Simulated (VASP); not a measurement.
Write the native input for VASP 6.6.1 that does the following.

| Quantity | Value |
| --- | --- |
| Task | single point |
| Functional | PBEsol |
| Potentials or basis | VASP PAW PBE potentials, release 64 (W_sv) |
| Cutoff | 500 eV |
| k mesh | 8 × 8 × 8 |
| Occupations | gaussian, width 0.1 eV |
| Spin | no spin polarisation |
| Dipole correction | no |
| Further INCAR settings | ALGO = Normal; EDIFF = 1e-06; NBANDS = 13 |

The structure of W lies in POSCAR:

```
W
1.0
    0.0000000000      2.0307395668      2.0307395668
    2.0307395668      0.0000000000      2.0307395668
    2.0307395668      2.0307395668      0.0000000000
W
1
Direct
    0.0000000000      0.0000000000      0.0000000000
```

These files were run (other wordings do the same):

INCAR

```
SYSTEM = W
  PREC = Accurate
  ENCUT = 500
  EDIFF = 1E-6
  ISMEAR = 0
  SIGMA = 0.1
  LREAL = .False.
  LASPH = .True.
  NELM = 120
  ALGO = Normal
  ISIF = 2
  LWAVE = .False.
  LCHARG = .False.
  GGA = PS
  NBANDS = 13
  GGA_COMPAT = .False.
```

KPOINTS

```
regular mesh
0
Gamma
  8 8 8
  0 0 0
```

Potentials or basis: VASP PAW PBE potentials, release 64 (W_sv).

Run with:

```console
$ cat potpaw_PBE.64/W_sv/POTCAR > POTCAR
$ mpirun -np 1 vasp_std > vasp.out
```

It gave:

```yaml
Pressure: -12.1 GPa
Band_gap_on_the_k_mesh: zero (band 7 reaches 12.99 eV, above the bottom of band 8 at 9.49 eV)
```

Caveat: the PAW data sets were made with another functional, which shifts forces and pressure a little; spin-orbit coupling is left out, which moves the levels of the heavy elements.

Wall time 8.6 s on 1 thread of Intel Xeon 8259CL, with other jobs on the host, peak memory 0.14 GiB.
